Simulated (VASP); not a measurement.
Input of a VASP 6.6.1 run:

File INCAR:

```
SYSTEM = Cr
  PREC = Accurate
  ENCUT = 520
  EDIFF = 1E-6
  ISMEAR = 0
  SIGMA = 0.1
  LREAL = .False.
  LASPH = .True.
  NELM = 60
  ALGO = Normal
  ISIF = 2
  LWAVE = .False.
  LCHARG = .False.
  GGA = PS
  NBANDS = 12
```

File KPOINTS:

```
Automatic mesh
0
Gamma
  22 22 22
  0 0 0
```

File POSCAR:

```
Cr
1.0
   -1.3127577656      1.3127577656      1.3127577656
    1.3127577656     -1.3127577656      1.3127577656
    1.3127577656      1.3127577656     -1.3127577656
Cr
1
Direct
    0.0000000000      0.0000000000      0.0000000000
```

Potentials or basis: VASP PAW PBE potentials, release 64 (Cr_pv).

Launch:

```sh
$ cat potpaw_PBE.64/Cr_pv/POTCAR > POTCAR
$ mpirun -np 1 vasp_std > vasp.out
```

Q: Estimate the band gap on the k mesh.

A: Zero (bands 6 and 7 overlap by 4.75 eV).

Q: What does it give for the pressure?

A: 90.2 GPa.

Caveat: the cell stands under pressure; an empty level that is flat over the whole mesh can mark a ghost state of the potentials, or a narrow d or f band; the PAW data sets were made with another functional, which shifts forces and pressure a little; the run has no spin polarisation, though such a crystal can be magnetic. Spin polarisation is off, so any magnetic state and its effect on volume and gap are missing.
